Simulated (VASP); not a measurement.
Wanted: the native input for a VASP 6.6.1 run.

- Task: single point
- Functional: PBE
- Potentials or basis: VASP PAW PBE potentials, release 64 (Ni)
- Cutoff: 520 eV
- k mesh: 12 × 12 × 1
- Occupations: fermi-dirac, width 0.05 eV
- Spin: collinear spin, ferromagnetic start
- Starting moments: [1.0, 1.0, 1.0, 1.0, 1.0, 1.0] μB
- Dipole correction: no
- Further INCAR settings: ALGO = Fast; EDIFF = 1e-06; NBANDS = 43

The structure of Ni lies in POSCAR:

```
Ni
1.0
    2.5002588676      0.0000000000      0.0000000000
   -1.2501294338      2.1652876954      0.0000000000
    0.0000000000      0.0000000000     25.2072640841
Ni
6
Direct
    0.6666666667      0.3333333333      0.2975332815
    0.3333333333      0.6666666667      0.3785199689
    0.0000000000      0.0000000000      0.4595066563
    0.6666666667      0.3333333333      0.5404933437
    0.3333333333      0.6666666667      0.6214800311
    0.0000000000      0.0000000000      0.7024667185
```

The input as run:

INCAR

```
PREC = Accurate
ENCUT = 520
EDIFF = 1E-6
ISMEAR = -1
SIGMA = 0.05
LREAL = False
LASPH = True
NELM = 150
ALGO = Fast
ISIF = 2
LWAVE = False
LCHARG = False
ISPIN = 2
MAGMOM = 1 1 1 1 1 1
LORBIT = 11
LMAXMIX = 4
GGA = PE
NBANDS = 43
```

KPOINTS

```
Automatic mesh
0
Gamma
  12 12 1
```

Potentials or basis: VASP PAW PBE potentials, release 64 (Ni).

Launch:

```bash
$ cat potpaw_PBE.64/Ni/POTCAR > POTCAR
$ mpirun -np 1 vasp_std > vasp.out
```

It gave:

```
Largest force                                         : 0.249 eV/Å
Net moment                                            : 3.90 μB per cell
Site moments                                          : Ni +0.67, +0.69, +0.65 (each value once) μB
Valence electrons inside the program's atomic spheres : Ni 9.15, 9.27, 9.28 (each value once)
```

Caveat: there is no dipole correction, which matters where the two faces differ.

It took 11 min on 1 thread of Oxide Virtual Turin-like Processor, with other jobs on the host, peak memory 0.36 GiB.
